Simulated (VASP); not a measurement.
# AlN (P6_3/mmc) in VASP: further runs

The runs below take AlN through single point, with PBEsol.

All numbers are computed with VASP 6.6.1; they aren't measurements. Logs are shortened: lines on timing, memory, paths and dates and some standing lists are left out, and cuts for length are marked.

## (1) The cell of the first run

The structure is hexagonal, space group P6_3/mmc (No. 194). Conventional cell: a = 3.202 Å, b = 3.202 Å, c = 4.307 Å, α = 90.00°, β = 90.00°, γ = 120.00°. Within 2.5 Å of Al (site symmetry -6m2) lie 5 N at 1.85 to 2.15 Å. Within 2.5 Å of N (site symmetry -6m2) lie 5 Al at 1.85 to 2.15 Å.

## (2) Single point, PBEsol

INCAR

```
SYSTEM = AlN
  ALGO = Normal
  EDIFF = 1E-7
  ENCUT = 520
  GGA = PS
  ISIF = 2
  ISMEAR = 0
  LASPH = .True.
  LCHARG = .False.
  LREAL = .False.
  LWAVE = .False.
  NBANDS = 16
  NELM = 60
  PREC = Accurate
  SIGMA = 0.05
```

KPOINTS

```
k-points
0
Gamma
  9 9 6
  0 0 0
```

POSCAR

```
AlN
1.0
    3.2025000000      0.0000000000      0.0000000000
   -1.6012500000      2.7734463556      0.0000000000
    0.0000000000      0.0000000000      4.3069000000
Al N
2 2
Direct
    0.3333333333      0.6666666667      0.7500000000
    0.6666666667      0.3333333333      0.2500000000
    0.3333333333      0.6666666667      0.2500000000
    0.6666666667      0.3333333333      0.7500000000
```

Potentials or basis: VASP PAW PBE potentials, release 64 (Al, N).

Launch:

```sh
> cat potpaw_PBE.64/Al/POTCAR potpaw_PBE.64/N/POTCAR > POTCAR
> mpirun -np 1 vasp_std > vasp.out
```

OUTCAR:

```text
SYSTEM = AlN
   EDIFF = 1E-7
   ENCUT = 520
   GGA = PS
   ISIF = 2
   ISMEAR = 0
   LASPH = .True.
   LREAL = .False.
   NELM = 60
   PREC = Accurate

 ion  position               nearest neighbor table
   1  0.333  0.667  0.750-   4 1.85   4 1.85   4 1.85   3 2.15   3 2.15   2 2.84   2 2.84   2 2.84
                             2 2.84   2 2.84   2 2.84
   2  0.667  0.333  0.250-   3 1.85   3 1.85   3 1.85   4 2.15   4 2.15   1 2.84   1 2.84   1 2.84
                             1 2.84   1 2.84   1 2.84
   3  0.333  0.667  0.250-   2 1.85   2 1.85   2 1.85   1 2.15   1 2.15
   4  0.667  0.333  0.750-   1 1.85   1 1.85   1 1.85   2 2.15   2 2.15

  LATTYP: Found a hexagonal cell.
 ALAT       =     3.2025000000
 C/A-ratio  =     1.3448555816

  Lattice vectors:

 A1 = (   3.2025000000,   0.0000000000,   0.0000000000)
 A2 = (  -1.6012500000,   2.7734463556,   0.0000000000)
 A3 = (   0.0000000000,   0.0000000000,   4.3069000000)

Analysis of symmetry for initial positions (statically):
=====================================================================
 Subroutine PRICEL returns:
 Original cell was already a primitive cell.

 Routine SETGRP: Setting up the symmetry group for a
 hexagonal supercell.

 Subroutine GETGRP returns: Found 24 space group operations
 (whereof 12 operations were pure point group operations)
 out of a pool of 24 trial point group operations.

The static configuration has the point symmetry D_3d.
 The point group associated with its full space group is D_6h.

Analysis of symmetry for dynamics (positions and initial velocities):
=====================================================================
 Subroutine PRICEL returns:
 Original cell was already a primitive cell.

 Routine SETGRP: Setting up the symmetry group for a
 hexagonal supercell.

 Subroutine GETGRP returns: Found 24 space group operations
 (whereof 12 operations were pure point group operations)
 out of a pool of 24 trial point group operations.

The dynamic configuration has the point symmetry D_3d.
 The point group associated with its full space group is D_6h.

 Subroutine INISYM returns: Found 24 space group operations
 (whereof 12 operations are pure point group operations),
 and found     1 'primitive' translations

----------------------------------------------------------------------------------------

                                     Primitive cell

  volume of cell :      38.2537

  direct lattice vectors                    reciprocal lattice vectors
     3.202500000  0.000000000  0.000000000     0.312256050  0.180281115  0.000000000
    -1.601250000  2.773446356  0.000000000     0.000000000  0.360562229  0.000000000
     0.000000000  0.000000000  4.306900000     0.000000000  0.000000000  0.232185563

  length of vectors
     3.202500000  3.202500000  4.306900000     0.360562229  0.360562229  0.232185563

  position of ions in fractional coordinates (direct lattice)
     0.333333333  0.666666667  0.750000000
     0.666666667  0.333333333  0.250000000
     0.333333333  0.666666667  0.250000000
     0.666666667  0.333333333  0.750000000

  ion indices of the primitive-cell ions
   primitive index   ion index
                 1           1
                 2           2
                 3           3
                 4           4

----------------------------------------------------------------------------------------

 KPOINTS: k-points

Automatic generation of k-mesh.
 Grid dimensions read from file:
 generate k-points for:    9    9    6

 Generating k-lattice:

  Cartesian coordinates                     Fractional coordinates (reciprocal lattice)
     0.034695117  0.020031235  0.000000000     0.111111111  0.000000000  0.000000000
     0.000000000  0.040062470  0.000000000     0.000000000  0.111111111  0.000000000
     0.000000000  0.000000000  0.038697594     0.000000000  0.000000000  0.166666667

  Length of vectors
     0.040062470  0.040062470  0.038697594

  Shift w.r.t. Gamma in fractional coordinates (k-lattice)
     0.000000000  0.000000000  0.000000000

 Subroutine IBZKPT returns following result:
 ===========================================

 Found     48 irreducible k-points:

 Following reciprocal coordinates:
            Coordinates               Weight
  0.000000  0.000000  0.000000      1.000000
  0.111111  0.000000  0.000000      6.000000
  0.222222  0.000000  0.000000      6.000000
  0.333333  0.000000  0.000000      6.000000
  0.444444  0.000000  0.000000      6.000000
  0.111111  0.111111  0.000000      6.000000
[... 16 lines left out ...]
  0.333333  0.222222  0.166667     24.000000
  0.333333  0.333333  0.166667      4.000000
 [... further k-points ...]
   k-points           NKPTS =     48   k-points in BZ     NKDIM =     48   number of bands    NBANDS=     16
   number of dos      NEDOS =    301   number of ions     NIONS =      4
   total plane-waves  NPLWV =  18432
   dimension x,y,z NGX =    24 NGY =   24 NGZ =   32
   dimension x,y,z NGXF=    48 NGYF=   48 NGZF=   64
   ions per type =               2   2
   NGX,Y,Z   is equivalent  to a cutoff of  12.46, 12.46, 12.35 a.u.
   NGXF,Y,Z  is equivalent  to a cutoff of  24.92, 24.92, 24.70 a.u.
 SYSTEM =  AlN
   PREC   = accura    normal or accurate (medium, high low for compatibility)
   ISTART =      0    job   : 0-new  1-cont  2-samecut
   ICHARG =      2    charge: 1-file 2-atom 10-const
   ISPIN  =      1    spin polarized calculation?
   LNONCOLLINEAR =      F non collinear calculations
   LSORBIT =      F    spin-orbit coupling
   LASPH  =      T    aspherical Exc in radial PAW
   ENCUT  =  520.0 eV  38.22 Ry    6.18 a.u.   5.95  5.95  8.01*2*pi/ulx,y,z
   NELM   =     60;   NELMIN=  2; NELMDL= -5     # of ELM steps
   EDIFF  = 0.1E-06   stopping-criterion for ELM
   LREAL  =      F    real-space projection
   EDIFFG = 0.1E-05   stopping-criterion for IOM
   NSW    =      0    number of steps for IOM
   IBRION =     -1    ionic relax: 0-MD 1-quasi-New 2-CG
   NFREE  =      0    steps in history (QN), initial steepest desc. (CG)
   ISIF   =      2    stress and relaxation
   ISYM   =      2    0-nonsym 1-usesym 2-fastsym
   POTIM  = 0.5000    time-step for ionic-motion
   TEBEG  =    0.0;   TEEND  =   0.0 temperature during run
   PSTRESS=    0.0 pullay stress
   NELECT =      16.0000    total number of electrons
   NUPDOWN=      -1.0000    fix difference up-down
   EMIN   =  10.00;   EMAX   =-10.00  energy-range for DOS
   EFERMI =   0.00;   METHOD = LEGACY
   ISMEAR =     0;   SIGMA  =   0.05  broadening in eV -4-tet -1-fermi 0-gaus
   EFERMI_NEDOS =   21; number of points for ismear=-14 and -15
   IALGO  =     38    algorithm
   IMIX   =      4    mixing-type and parameters
     AMIX     =   0.40;   BMIX     =  1.00
     AMIX_MAG =   1.60;   BMIX_MAG =  1.00
  volume/ion in A,a.u.               =       9.56        64.54
  Fermi-wavevector in a.u.,A,eV,Ry     =   1.224307  2.313604 20.394142  1.498927
  Thomas-Fermi vector in A             =   2.359386
   LORBIT       =      0    0 simple, 1 ext, 2 COOP (PROOUT), +10 PAW based schemes
   GGA     = PS    functional components
   LHFCALC =     F    Hartree Fock is set to
   AEXX    =    0.0000 exact exchange contribution
   IVDW    =     0    specifies the selected vdW correction
   LEPSILON=     F    determine dielectric tensor
   LRPA    =     F    only Hartree local field effects (RPA)
 non-spin polarized calculation
 Gauss-broadening in eV      SIGMA  =   0.05
  energy-cutoff  :      520.00
  volume of cell :       38.25
 maximum number of plane-waves:      1044
 NGX is ok and might be reduce to    24
   NGX = 11   NGY = 11   NGZ = 17

 number of electron      16.0000005 magnetization

 Free energy of the ion-electron system (eV)
  ---------------------------------------------------
  ext. energy  EPLUGINS =         0.00000000
  ---------------------------------------------------
  free energy    TOTEN  =       -30.83540860 eV

  energy without entropy =      -30.83540860  energy(sigma->0) =      -30.83540860

 E-fermi :   8.7751     XC(G=0): -11.5313

 val. band max:        8.5039937640   @ k =   0.0000   0.0000   0.0000
 cond. band min:      11.8613139051   @ k =   0.0000   0.0000   0.0000
 fundamental gap:      3.3573201411
 Fermi energy:         8.7751300211

 k-point     1 :       0.0000    0.0000    0.0000
  band No.  band energies     occupation
      1      -8.7403      2.00000
      2      -5.2314      2.00000
      3       1.0342      2.00000
      4       5.1109      2.00000
      5       5.1109      2.00000
      6       6.5063      2.00000
[... 8 lines left out ...]
     15      19.8902      0.00000
     16      20.6501      0.00000

 k-point     2 :       0.1111    0.0000    0.0000
  band No.  band energies     occupation
      1      -8.5855      2.00000
      2      -5.1966      2.00000
      3       1.2026      2.00000
      4       4.5413      2.00000
      5       4.9064      2.00000
      6       5.9873      2.00000
[... 8 lines left out ...]
     15      19.9769      0.00000
     16      20.2059      0.00000

 k-point     3 :       0.2222    0.0000    0.0000
  band No.  band energies     occupation
      1      -8.1417      2.00000
      2      -5.1438      2.00000
      3       1.6947      2.00000
      4       3.3068      2.00000
      5       4.4909      2.00000
      6       4.9976      2.00000
[... 8 lines left out ...]
     15      18.9006      0.00000
     16      20.4881      0.00000
[... 362 lines left out ...]
 k-point    23 :       0.3333    0.2222    0.1667
  band No.  band energies     occupation
      1      -6.4121      2.00000
      2      -5.6234      2.00000
      3       1.5109      2.00000
      4       2.3744      2.00000
      5       3.1228      2.00000
      6       4.8348      2.00000
[... 8 lines left out ...]
     15      19.9937      0.00000
     16      21.8946      0.00000

 k-point    24 :       0.3333    0.3333    0.1667
  band No.  band energies     occupation
      1      -5.9477      2.00000
      2      -5.9477      2.00000
      3       1.5358      2.00000
      4       2.5915      2.00000
      5       2.5915      2.00000
      6       4.7510      2.00000
[... 8 lines left out ...]
     15      19.7278      0.00000
     16      21.7023      0.00000

 [... further k-points ...]

------------------------ aborting loop because EDIFF is reached ----------------------------------------

  FORCE on cell =-STRESS in cart. coord.  units (eV):
  Direction    XX          YY          ZZ          XY          YZ          ZX
  --------------------------------------------------------------------------------------
  -------------------------------------------------------------------------------------
  Total        3.3361829      3.3361829     -0.6228018      0.0000000     -0.0000000      0.0000000
  in kB      139.7290606    139.7290606    -26.0847521      0.0000000     -0.0000000      0.0000000
  external PRESSURE =      84.4577897 kB  Pullay stress =       0.0000000 kB

 VOLUME and BASIS-vectors are now :
 -----------------------------------------------------------------------------
  energy-cutoff  :      520.00
  volume of cell :       38.25
      direct lattice vectors                 reciprocal lattice vectors
     3.202500000  0.000000000  0.000000000     0.312256050  0.180281115  0.000000000
    -1.601250000  2.773446356  0.000000000     0.000000000  0.360562229  0.000000000
     0.000000000  0.000000000  4.306900000     0.000000000  0.000000000  0.232185563

 POSITION                                       TOTAL-FORCE (eV/Angst)
 -----------------------------------------------------------------------------------
     -0.00000      1.84896      3.23018         0.000000     -0.000000      0.000000
      1.60125      0.92448      1.07672        -0.000000      0.000000      0.000000
     -0.00000      1.84896      1.07672        -0.000000      0.000000      0.000000
      1.60125      0.92448      3.23018         0.000000     -0.000000      0.000000
 -----------------------------------------------------------------------------------
    total drift:                               -0.000000      0.000000      0.000000

  FREE ENERGIE OF THE ION-ELECTRON SYSTEM (eV)
  ---------------------------------------------------
  free  energy   TOTEN  =       -30.8354086014 eV

  energy  without entropy=      -30.8354086014  energy(sigma->0) =      -30.83540860
```

It took 16 s on 1 thread of Intel Xeon 6975P-C, shared host; peak memory 0.16 GiB.

What came out:

| Item | Value |
| --- | --- |
| Free energy | -30.8354 eV |
| Pressure | 8.4 GPa |
| Band gap on the k mesh | 3.36 eV, direct |

Caveat: the PAW data sets were made with another functional, which shifts forces and pressure a little. A hybrid or GW would open this gap; PBEsol tends to underestimate it.

[end of part 1 of 2]
